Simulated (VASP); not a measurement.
# Ta3Ti (Fm-3m) in VASP: a series of runs, part 2 of 2

VASP 6.6.1. Earlier steps stand in the parts before.

## Step 3: Single point, PBE

This run uses another cell than the first one, of 17.98 Å³/atom.

INCAR reads:

```
ALGO = Fast
EDIFF = 1E-7
ENCUT = 520
GGA = PE
ISIF = 2
ISMEAR = 0
LASPH = True
LCHARG = False
LREAL = False
LWAVE = False
NBANDS = 30
NELM = 80
PREC = Accurate
SIGMA = 0.1
```

KPOINTS reads:

```
k-points
0
Gamma
  6 6 6
```

POSCAR reads:

```
Ta3Ti
1.0
    0.0000000000      3.3004961692      3.3004961692
    3.3004961692      0.0000000000      3.3004961692
    3.3004961692      3.3004961692      0.0000000000
Ti Ta
1 3
Direct
    0.0000000000      0.0000000000      0.0000000000
    0.2500000000      0.2500000000      0.2500000000
    0.7500000000      0.7500000000      0.7500000000
    0.5000000000      0.5000000000      0.5000000000
```

Potentials or basis: VASP PAW PBE potentials, release 64 (Ti_sv, Ta_pv).

Run with:

```console
> cat potpaw_PBE.64/Ti_sv/POTCAR potpaw_PBE.64/Ta_pv/POTCAR > POTCAR
> mpirun -np 1 vasp_std > vasp.out
```

OUTCAR:

```text
EDIFF = 1E-7
   ENCUT = 520
   GGA = PE
   ISIF = 2
   ISMEAR = 0
   LASPH = True
   LREAL = False
   NELM = 80
   PREC = Accurate

 ion  position               nearest neighbor table
   1  0.000  0.000  0.000-   3 2.86   3 2.86   3 2.86   2 2.86   2 2.86   2 2.86   3 2.86   2 2.86

   2  0.250  0.250  0.250-   1 2.86   1 2.86   1 2.86   4 2.86   4 2.86   4 2.86   4 2.86   1 2.86
                             3 3.30   3 3.30   3 3.30   3 3.30   3 3.30   3 3.30
   3  0.750  0.750  0.750-   4 2.86   4 2.86   4 2.86   1 2.86   1 2.86   1 2.86   4 2.86   1 2.86
                             2 3.30   2 3.30   2 3.30   2 3.30   2 3.30   2 3.30
   4  0.500  0.500  0.500-   2 2.86   2 2.86   2 2.86   3 2.86   3 2.86   3 2.86   3 2.86   2 2.86

  LATTYP: Found a face centered cubic cell.
 ALAT       =     6.6009923384

  Lattice vectors:

 A1 = (   0.0000000000,   3.3004961692,   3.3004961692)
 A2 = (   3.3004961692,   0.0000000000,   3.3004961692)
 A3 = (   3.3004961692,   3.3004961692,   0.0000000000)

Analysis of symmetry for initial positions (statically):
=====================================================================
 Subroutine PRICEL returns:
 Original cell was already a primitive cell.

 Routine SETGRP: Setting up the symmetry group for a
 face centered cubic supercell.

 Subroutine GETGRP returns: Found 48 space group operations
 (whereof 48 operations were pure point group operations)
 out of a pool of 48 trial point group operations.

The static configuration has the point symmetry O_h .

Analysis of symmetry for dynamics (positions and initial velocities):
=====================================================================
 Subroutine PRICEL returns:
 Original cell was already a primitive cell.

 Routine SETGRP: Setting up the symmetry group for a
 face centered cubic supercell.

 Subroutine GETGRP returns: Found 48 space group operations
[... 115 lines left out ...]
   IALGO  =     68    algorithm
   IMIX   =      4    mixing-type and parameters
     AMIX     =   0.40;   BMIX     =  1.00
     AMIX_MAG =   1.60;   BMIX_MAG =  1.00
  volume/ion in A,a.u.               =      17.98       121.31
  Fermi-wavevector in a.u.,A,eV,Ry     =   1.400306  2.646196 26.679097  1.960858
  Thomas-Fermi vector in A             =   2.523280
   LORBIT       =      0    0 simple, 1 ext, 2 COOP (PROOUT), +10 PAW based schemes
   GGA     = PE    functional components
   LHFCALC =     F    Hartree Fock is set to
   AEXX    =    0.0000 exact exchange contribution
   IVDW    =     0    specifies the selected vdW correction
   LEPSILON=     F    determine dielectric tensor
   LRPA    =     F    only Hartree local field effects (RPA)
 non-spin polarized calculation
 RMM-DIIS sequential band-by-band and
 Gauss-broadening in eV      SIGMA  =   0.10
  energy-cutoff  :      520.00
  volume of cell :       71.91
 maximum number of plane-waves:      1964
   NGX = 17   NGY = 17   NGZ = 17

 number of electron      45.0000001 magnetization

 Free energy of the ion-electron system (eV)
  ---------------------------------------------------
  ext. energy  EPLUGINS =         0.00000000
  ---------------------------------------------------
  free energy    TOTEN  =       -43.08367806 eV

  energy without entropy =      -43.03798076  energy(sigma->0) =      -43.06082941

 E-fermi :   6.0559     XC(G=0): -12.3200

 val. band max:        6.0498268669   @ k =   0.5000   0.3333   0.1667
 cond. band min:       6.0928784556   @ k =   0.5000   0.1667   0.0000
 fundamental gap:      0.0430515887
 Fermi energy:         6.0558676251

 k-point     1 :       0.0000    0.0000    0.0000
  band No.  band energies     occupation
      1     -50.2459      2.00000
      2     -27.8149      2.00000
      3     -27.8149      2.00000
      4     -27.8149      2.00000
      5     -27.7534      2.00000
      6     -27.7534      2.00000
[... 517 lines left out ...]
     29       9.0302      0.00000
     30      10.1674      0.00000

------------------------ aborting loop because EDIFF is reached ----------------------------------------

  FORCE on cell =-STRESS in cart. coord.  units (eV):
  Direction    XX          YY          ZZ          XY          YZ          ZX
  --------------------------------------------------------------------------------------
  -------------------------------------------------------------------------------------
  Total        0.0389139      0.0389139      0.0389139      0.0000000      0.0000000      0.0000000
  in kB        0.8670572      0.8670572      0.8670572      0.0000000      0.0000000      0.0000000
  external PRESSURE =       0.8670572 kB  Pullay stress =       0.0000000 kB

 VOLUME and BASIS-vectors are now :
 -----------------------------------------------------------------------------
  energy-cutoff  :      520.00
  volume of cell :       71.91
      direct lattice vectors                 reciprocal lattice vectors
     0.000000000  3.300496169  3.300496169    -0.151492374  0.151492374  0.151492374
     3.300496169  0.000000000  3.300496169     0.151492374 -0.151492374  0.151492374
     3.300496169  3.300496169  0.000000000     0.151492374  0.151492374 -0.151492374

 POSITION                                       TOTAL-FORCE (eV/Angst)
 -----------------------------------------------------------------------------------
      0.00000      0.00000      0.00000         0.000000      0.000000      0.000000
      1.65025      1.65025      1.65025        -0.000000     -0.000000     -0.000000
      4.95074      4.95074      4.95074         0.000000      0.000000      0.000000
      3.30050      3.30050      3.30050         0.000000      0.000000      0.000000
 -----------------------------------------------------------------------------------
    total drift:                                0.000000      0.000000      0.000000

  FREE ENERGIE OF THE ION-ELECTRON SYSTEM (eV)
  ---------------------------------------------------
  free  energy   TOTEN  =       -43.0836780577 eV

  energy  without entropy=      -43.0379807555  energy(sigma->0) =      -43.06082941
```

It took 4.2 min on 1 thread of Intel Xeon 8259CL, shared host; peak memory 0.22 GiB.

Results:

| Quantity | Value |
| --- | --- |
| Free energy | -43.0837 eV |
| Pressure | 0.1 GPa |
| Band gap on the k mesh | zero (an odd number of electrons rules out a gap without spin polarisation) |

Levels at points of the mesh, in eV from the Fermi level:
| k point | band 18 | band 19 | band 20 | band 21 | band 22 | band 23 | band 24 | band 25 | band 26 | band 27 |
| --- | --- | --- | --- | --- | --- | --- | --- | --- | --- | --- |
| (0.00, 0.00, 0.00) | -1.37 | -1.37 | -0.82 | -0.82 | -0.82 | 0.84 | 0.84 | 0.84 | 3.16 | 3.16 |
| (0.50, 0.00, 0.00) | -1.44 | -1.21 | -1.21 | -0.99 | -0.99 | -0.85 | -0.49 | -0.49 | 3.18 | 3.18 |
| (0.50, 0.50, 0.00) | -1.22 | -1.22 | -0.88 | -0.40 | 1.15 | 1.15 | 1.30 | 1.30 | 1.52 | 1.52 |

Caveat: spin-orbit coupling is left out, which moves the levels of the heavy elements.

## Step 4: Single point, PBE, collinear spin

This run uses another cell than the first one, of 17.98 Å³/atom.

INCAR reads:

```
SYSTEM = Ta3Ti
PREC = Accurate
ENCUT = 520
EDIFF = 1E-6
ISMEAR = 0
SIGMA = 0.1
LREAL = .FALSE.
LASPH = .TRUE.
NELM = 150
ALGO = Normal
ISIF = 2
LWAVE = .FALSE.
LCHARG = .FALSE.
ISPIN = 2
MAGMOM = 1 0 0 0
LORBIT = 11
LMAXMIX = 4
GGA = PE
NBANDS = 34
```

KPOINTS reads:

```
Automatic mesh
0
G
  4 4 4
  0 0 0
```

POSCAR is that of step 3.

Potentials or basis: VASP PAW PBE potentials, release 64 (Ti_sv, Ta_pv).

Run with:

```console
> cat potpaw_PBE.64/Ti_sv/POTCAR potpaw_PBE.64/Ta_pv/POTCAR > POTCAR
> mpirun -np 1 vasp_std > vasp.out
```

OUTCAR:

```text
SYSTEM = Ta3Ti
   PREC = Accurate
   ENCUT = 520
   EDIFF = 1E-6
   ISMEAR = 0
   LREAL = .FALSE.
   LASPH = .TRUE.
   NELM = 150
   ISIF = 2
   ISPIN = 2
   LORBIT = 11
   GGA = PE

 ion  position               nearest neighbor table
   1  0.000  0.000  0.000-   3 2.86   3 2.86   3 2.86   2 2.86   2 2.86   2 2.86   3 2.86   2 2.86

   2  0.250  0.250  0.250-   1 2.86   1 2.86   1 2.86   4 2.86   4 2.86   4 2.86   4 2.86   1 2.86
                             3 3.30   3 3.30   3 3.30   3 3.30   3 3.30   3 3.30
   3  0.750  0.750  0.750-   4 2.86   4 2.86   4 2.86   1 2.86   1 2.86   1 2.86   4 2.86   1 2.86
                             2 3.30   2 3.30   2 3.30   2 3.30   2 3.30   2 3.30
   4  0.500  0.500  0.500-   2 2.86   2 2.86   2 2.86   3 2.86   3 2.86   3 2.86   3 2.86   2 2.86

  LATTYP: Found a face centered cubic cell.
 ALAT       =     6.6009923384

  Lattice vectors:

 A1 = (   0.0000000000,   3.3004961692,   3.3004961692)
 A2 = (   3.3004961692,   0.0000000000,   3.3004961692)
 A3 = (   3.3004961692,   3.3004961692,   0.0000000000)

Analysis of symmetry for initial positions (statically):
=====================================================================
 Subroutine PRICEL returns:
 Original cell was already a primitive cell.

 Routine SETGRP: Setting up the symmetry group for a
 face centered cubic supercell.

 Subroutine GETGRP returns: Found 48 space group operations
 (whereof 48 operations were pure point group operations)
 out of a pool of 48 trial point group operations.

The static configuration has the point symmetry O_h .

Analysis of symmetry for dynamics (positions and initial velocities):
=====================================================================
 Subroutine PRICEL returns:
 Original cell was already a primitive cell.

 Routine SETGRP: Setting up the symmetry group for a
 face centered cubic supercell.

 Subroutine GETGRP returns: Found 48 space group operations
 (whereof 48 operations were pure point group operations)
 out of a pool of 48 trial point group operations.

The dynamic configuration has the point symmetry O_h .
[... 152 lines left out ...]

 val. band max:        6.0535526648   @ k =   0.5000   0.2500   0.0000
 cond. band min:       6.0915076991   @ k =   0.5000   0.2500   0.0000
 fundamental gap:      0.0379550343
 Fermi energy:         6.0853349522

 spin component 1

 k-point     1 :       0.0000    0.0000    0.0000
  band No.  band energies     occupation
      1     -50.2273      1.00000
      2     -27.8016      1.00000
      3     -27.8016      1.00000
      4     -27.8016      1.00000
      5     -27.7455      1.00000
      6     -27.7455      1.00000
[... 285 lines left out ...]
     33      10.9729      0.00000
     34      10.9733      0.00000
 Fermi energy:         6.0853349522

 spin component 2

 k-point     1 :       0.0000    0.0000    0.0000
  band No.  band energies     occupation
      1     -50.2270      1.00000
      2     -27.8013      1.00000
      3     -27.8013      1.00000
      4     -27.8013      1.00000
      5     -27.7453      1.00000
      6     -27.7453      1.00000
[... 285 lines left out ...]
     33      10.9733      0.00000
     34      10.9733      0.00000

------------------------ aborting loop because EDIFF is reached ----------------------------------------

  FORCE on cell =-STRESS in cart. coord.  units (eV):
  Direction    XX          YY          ZZ          XY          YZ          ZX
  --------------------------------------------------------------------------------------
  -------------------------------------------------------------------------------------
  Total       -0.2031465     -0.2031465     -0.2031465      0.0000000      0.0000000      0.0000000
  in kB       -4.5263918     -4.5263918     -4.5263918      0.0000000      0.0000000      0.0000000
  external PRESSURE =      -4.5263918 kB  Pullay stress =       0.0000000 kB

 VOLUME and BASIS-vectors are now :
 -----------------------------------------------------------------------------
  energy-cutoff  :      520.00
  volume of cell :       71.91
      direct lattice vectors                 reciprocal lattice vectors
     0.000000000  3.300496169  3.300496169    -0.151492374  0.151492374  0.151492374
     3.300496169  0.000000000  3.300496169     0.151492374 -0.151492374  0.151492374
     3.300496169  3.300496169  0.000000000     0.151492374  0.151492374 -0.151492374

 POSITION                                       TOTAL-FORCE (eV/Angst)
 -----------------------------------------------------------------------------------
      0.00000      0.00000      0.00000         0.000000     -0.000000      0.000000
      1.65025      1.65025      1.65025         0.000000     -0.000000     -0.000000
      4.95074      4.95074      4.95074        -0.000000      0.000000      0.000000
      3.30050      3.30050      3.30050         0.000000     -0.000000      0.000000
 -----------------------------------------------------------------------------------
    total drift:                                0.000000      0.000000      0.000000

  FREE ENERGIE OF THE ION-ELECTRON SYSTEM (eV)
  ---------------------------------------------------
  free  energy   TOTEN  =       -43.0449554703 eV

  energy  without entropy=      -42.9794124263  energy(sigma->0) =      -43.01218395

 total charge

# of ion       s       p       d       tot
------------------------------------------
    1        2.231   6.144   1.924  10.299
    2        0.374   6.147   2.358   8.879
    3        0.374   6.147   2.358   8.879
    4        0.379   6.153   2.427   8.959
--------------------------------------------------
tot          3.359  24.590   9.067  37.015

 magnetization (x)

# of ion       s       p       d       tot
------------------------------------------
    1        0.000   0.000   0.001   0.001
    2        0.000   0.000   0.000   0.001
    3        0.000   0.000   0.000   0.001
    4        0.000   0.000   0.001   0.001
--------------------------------------------------
tot          0.000   0.001   0.002   0.003
```

stdout:

```text
POSCAR found type information on POSCAR TiTa
 POSCAR found :  2 types and       4 ions
 scaLAPACK will be used
 LDA part: xc-table for (Slater+PW92), standard interpolation
 POSCAR, INCAR and KPOINTS ok, starting setup
 FFT: planning ... GRIDC
 FFT: planning ... GRID_SOFT
 FFT: planning ... GRID
 WAVECAR not read
 entering main loop
```

Run time: 2.8 min. Hardware: 1 thread of Intel Xeon 8259CL, shared host; peak memory 0.25 GiB.

What came out:

| Item | Value |
| --- | --- |
| Free energy | -43.0450 eV |
| Pressure | -0.5 GPa |
| Net moment | 0.00 μB per cell |
| Valence electrons inside the program's atomic spheres | Ti 10.30; Ta 8.88, 8.96 (each value once) |

Levels at points of the mesh, in eV from the Fermi level:
Spin up:
| k point | band 18 | band 19 | band 20 | band 21 | band 22 | band 23 | band 24 | band 25 | band 26 | band 27 |
| --- | --- | --- | --- | --- | --- | --- | --- | --- | --- | --- |
| (0.00, 0.00, 0.00) | -1.40 | -1.40 | -0.84 | -0.84 | -0.84 | 0.82 | 0.82 | 0.82 | 3.14 | 3.14 |
| (0.50, 0.00, 0.00) | -1.46 | -1.23 | -1.23 | -1.01 | -1.01 | -0.87 | -0.52 | -0.52 | 3.16 | 3.16 |
| (0.50, 0.50, 0.00) | -1.25 | -1.25 | -0.91 | -0.42 | 1.12 | 1.12 | 1.28 | 1.28 | 1.49 | 1.49 |
Spin down:
```
           k point  band 20  band 21  band 22  band 23  band 24  band 25
(0.00, 0.00, 0.00)    -0.84    -0.84    -0.84     0.82     0.82     0.82
(0.50, 0.00, 0.00)    -1.23    -1.01    -1.01    -0.87    -0.52    -0.52
(0.50, 0.50, 0.00)    -0.91    -0.42     1.12     1.12     1.28     1.28
```

Caveat: the k points lie up to 0.41 Å⁻¹ apart; spin-orbit coupling is left out, which moves the levels of the heavy elements.

## Step 5: Relaxation of cell and atoms, PBE

INCAR reads:

```
SYSTEM = Ta3Ti
PREC = Accurate
ENCUT = 600
EDIFF = 1E-6
ISMEAR = 0
SIGMA = 0.1
LREAL = .False.
LASPH = .True.
NELM = 60
ALGO = Fast
ISIF = 3
LWAVE = .False.
LCHARG = .False.
GGA = PE
IBRION = 2
NSW = 90
EDIFFG = -0.04
```

KPOINTS reads:

```
Automatic mesh
0
Gamma
  6 6 6
  0 0 0
```

POSCAR reads:

```
Ta3Ti
1.0
    0.0000000000      3.1297373700      3.1297373700
    3.1297373700      0.0000000000      3.1297373700
    3.1297373700      3.1297373700      0.0000000000
Ti Ta
1 3
Direct
    0.0000000000      0.0000000000      0.0000000000
    0.2500000000      0.2500000000      0.2500000000
    0.7500000000      0.7500000000      0.7500000000
    0.5000000000      0.5000000000      0.5000000000
```

Run with:

```console
> cat potpaw_PBE.64/Ti_sv/POTCAR potpaw_PBE.64/Ta_pv/POTCAR > POTCAR
> mpirun -np 1 vasp_std > vasp.out
```

It took 14 min on 1 thread of Intel Xeon 8259CL, shared host; peak memory 0.23 GiB.

It converged, with:

* Free energy: -43.0814 eV
* Relaxed volume: 17.99 Å³/atom
* Relaxed cell: a = 4.669 Å, b = 4.669 Å, c = 4.669 Å, α = 60.00°, β = 60.00°, γ = 60.00°
* Space group after relaxing (to 0.1 Å): Fm-3m (No. 225)
* Pressure after relaxing: 0.0 GPa
* Band gap on the k mesh: zero (an odd number of electrons rules out a gap without spin polarisation)

Final structure:
```yaml
crystal:
  lattice:
    - [0.00000, 3.30133, 3.30133]
    - [3.30133, 0.00000, 3.30133]
    - [3.30133, 3.30133, 0.00000]
  atoms:
    - { symbol: Ti, position: [0.00000, 0.00000, 0.00000] }
    - { symbol: Ta, position: [0.25000, 0.25000, 0.25000] }
    - { symbol: Ta, position: [0.75000, 0.75000, 0.75000] }
    - { symbol: Ta, position: [0.50000, 0.50000, 0.50000] }
```

Levels at points of the mesh, in eV from the Fermi level:
| k point | band 18 | band 19 | band 20 | band 21 | band 22 | band 23 | band 24 | band 25 | band 26 | band 27 |
| --- | --- | --- | --- | --- | --- | --- | --- | --- | --- | --- |
| (0.00, 0.00, 0.00) | -1.37 | -1.37 | -0.82 | -0.82 | -0.82 | 0.84 | 0.84 | 0.84 | 3.15 | 3.15 |
| (0.50, 0.00, 0.00) | -1.44 | -1.21 | -1.21 | -0.99 | -0.99 | -0.84 | -0.49 | -0.49 | 3.18 | 3.18 |
| (0.50, 0.50, 0.00) | -1.22 | -1.22 | -0.88 | -0.40 | 1.15 | 1.15 | 1.30 | 1.30 | 1.51 | 1.51 |

Caveat: the volume moved by over 15 % at a fixed basis, so the end points are rough; spin-orbit coupling is left out, which moves the levels of the heavy elements.

## Step 6: Overview

```tsv
task	spin	cell	k mesh	cutoff (eV)	gap on the mesh (eV)	pressure (GPa)
single point	off	a = 4.426 Å, angles 60.0°, 4 atoms	6 × 6 × 6	520	none	35.7
single point	off	a = 4.668 Å, angles 60.0°, 4 atoms	6 × 6 × 6	520	none	0.1
single point	collinear	a = 4.668 Å, angles 60.0°, 4 atoms	4 × 4 × 4	520	none	-0.5
relaxation of cell and atoms	off	relaxed from a = 4.426 Å, angles 60.0°, 4 atoms	6 × 6 × 6	600	none	0.0
```

Alike in all rows: level PBE; potentials or basis VASP PAW PBE potentials, release 64 (Ti_sv, Ta_pv); smearing gaussian 0.1 eV.

Caveats: some runs use coarse meshes; spin-orbit coupling is left out, which moves the levels of the heavy elements; the cell stands under pressure (at least some runs); the volume moved by over 15 % at a fixed basis, so the end points are rough (at least some runs).

Total energies depend on the potentials used, so only differences within one code and one set of settings carry meaning.
